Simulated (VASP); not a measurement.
Wanted: the native input for a VASP 6.6.1 run.

```
Task                   : single point
Functional             : PBE
Potentials or basis    : VASP PAW PBE potentials, release 64 (B)
Cutoff                 : 520 eV
k mesh                 : 6 × 6 × 6
Occupations            : gaussian, width 0.1 eV
Spin                   : no spin polarisation
Dipole correction      : no
Further INCAR settings : ALGO = Normal; EDIFF = 1e-06; NBANDS = 22
```

The structure of B lies in POSCAR:

```
B
1.0
    4.2543831584     -0.7916241488     -0.3330141648
   -0.7851816996      4.2821247737      0.2870440518
   -0.3360155913      0.2885332753      3.2240761125
B
8
Direct
    0.5159551561      0.5532356841      0.6020810450
   -0.0932421823      0.1152708913      0.0520547867
    0.1198556051      0.1637646269      0.6066193081
    0.5123556459      0.1470535365     -0.1818459483
    0.5197066311      0.7558358052      0.0419532970
    0.9037295607      0.7752853660      0.3828108605
   -0.0990858129      0.4537053543      0.7405806319
    0.1207253963      0.5358487355      0.2557460189
```

One way to write it, as run:

INCAR

```
ALGO     = Normal         # electronic algorithm
EDIFF    = 1E-6           # SCF threshold, eV
ENCUT    = 520            # plane-wave cutoff, eV
GGA      = PE             # functional
ISIF     = 2              # what is computed and relaxed
ISMEAR   = 0              # smearing method
LASPH    = T              # aspherical terms in the spheres
LCHARG   = F              # write CHGCAR
LREAL    = F              # projectors in reciprocal space
LWAVE    = F              # write WAVECAR
NBANDS   = 22             # bands
NELM     = 100            # most SCF steps
PREC     = Accurate       # precision mode
SIGMA    = 0.1            # smearing width, eV
```

KPOINTS

```
k-points
0
Gamma
  6 6 6
```

Potentials or basis: VASP PAW PBE potentials, release 64 (B).

Run with:

```sh
$ cat potpaw_PBE.64/B/POTCAR > POTCAR
$ mpirun -np 1 vasp_std > vasp.out
```

Results of the run:

| Property | Result |
| --- | --- |
| Pressure | 0.0 GPa |
| Largest force | 0.006 eV/Å |
| Band gap on the k mesh | zero (bands 12 and 13 overlap by 1.90 eV) |

Run time: 110 s on 1 thread of Intel(R) Xeon(R) Platinum 8488C (Sapphire Rapids) (shared host), peak memory 0.22 GiB.
